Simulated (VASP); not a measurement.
A run of VASP 6.6.1:

File INCAR:

```
SYSTEM = GaN
ALGO = Normal
EDIFF = 1E-6
ENCUT = 520
GGA = PE
ISIF = 2
ISMEAR = -1
LASPH = .TRUE.
LCHARG = .FALSE.
LREAL = .FALSE.
LWAVE = .FALSE.
NBANDS = 16
NELM = 60
PREC = Accurate
SIGMA = 0.08
```

The input KPOINTS:

```
k-points
0
G
  14 14 14
  0 0 0
```

The input POSCAR:

```
GaN
1.0
    2.4586801795      0.0000000000      0.0000000000
    0.0000000000      2.4586801795      0.0000000000
    0.0000000000      0.0000000000      2.4586801795
Ga N
1 1
Direct
    0.0000000000      0.0000000000      0.0000000000
    0.5000000000      0.5000000000      0.5000000000
```

Potentials or basis: VASP PAW PBE potentials, release 64 (Ga_d, N).

Launch:

```bash
$ cat potpaw_PBE.64/Ga_d/POTCAR potpaw_PBE.64/N/POTCAR > POTCAR
$ mpirun -np 1 vasp_std > vasp.out
```

Hardware: 1 thread of Intel(R) Xeon(R) Platinum 8259CL CPU @ 2.50GHz (Skylake/Cascade Lake) (shared host).

Problem. Estimate the wall time of this run.

Solution. It took 32 s on 1 thread of Intel(R) Xeon(R) Platinum 8259CL CPU @ 2.50GHz (Skylake/Cascade Lake), with other jobs on the host, peak memory 0.14 GiB. Counts: scf iterations 12, k points 120.
